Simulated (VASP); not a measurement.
Write the native input for VASP 6.6.1 that does the following.

| Item | Value |
| --- | --- |
| Task | single point |
| Functional | PBE |
| Dispersion | D3(BJ) |
| Potentials or basis | VASP PAW PBE potentials, release 64 (Se, Pt) |
| Cutoff | 520 eV |
| k mesh | 9 × 9 × 1 |
| Occupations | gaussian, width 0.05 eV |
| Spin | no spin polarisation |
| Dipole correction | yes |
| Further INCAR settings | ALGO = Normal; EDIFF = 1e-07; NBANDS = 31 |

The structure of PtSe2 lies in POSCAR:

```
PtSe2
1.0
    3.7069017607      0.0000000000      0.0000000000
   -1.8534508804      3.2102710941      0.0000000000
    0.0000000000      0.0000000000     22.7988446004
Se Pt
4 2
Direct
    0.6666666667      0.3333333333      0.1973784233
    0.3333333333      0.6666666667      0.3135870447
    0.3333333333      0.6666666667      0.4521905597
    0.0000000000      1.0000000000      0.5683991811
    0.0000000000      0.0000000000      0.2554827340
   -0.3333333333      0.3333333333      0.5102948704
```

These files were run (other wordings do the same):

INCAR

```
PREC = Accurate
ENCUT = 520
EDIFF = 1E-7
ISMEAR = 0
SIGMA = 0.05
LREAL = False
LASPH = True
NELM = 100
ALGO = Normal
ISIF = 2
LWAVE = False
LCHARG = False
LDIPOL = True
IDIPOL = 3
DIPOL = 0.5 0.5 0.383
GGA = PE
IVDW = 12
NBANDS = 31
```

KPOINTS

```
regular mesh
0
Gamma
  9 9 1
```

Potentials or basis: VASP PAW PBE potentials, release 64 (Se, Pt).

Launch:

```sh
$ cat potpaw_PBE.64/Se/POTCAR potpaw_PBE.64/Pt/POTCAR > POTCAR
$ mpirun -np 1 vasp_std > vasp.out
```

It gave:

```
Largest force              : 0.266 eV/Å
Band gap on the k mesh     : 0.48 eV, indirect (least direct gap 0.74 eV)
Dispersion energy per atom : -0.354 eV
```

Caveat: spin-orbit coupling is left out, which moves the levels of the heavy elements.

Run time: 110 s on 1 thread of AMD EPYC 9R45 96-Core Processor (Zen 5) (shared host), peak memory 0.38 GiB.
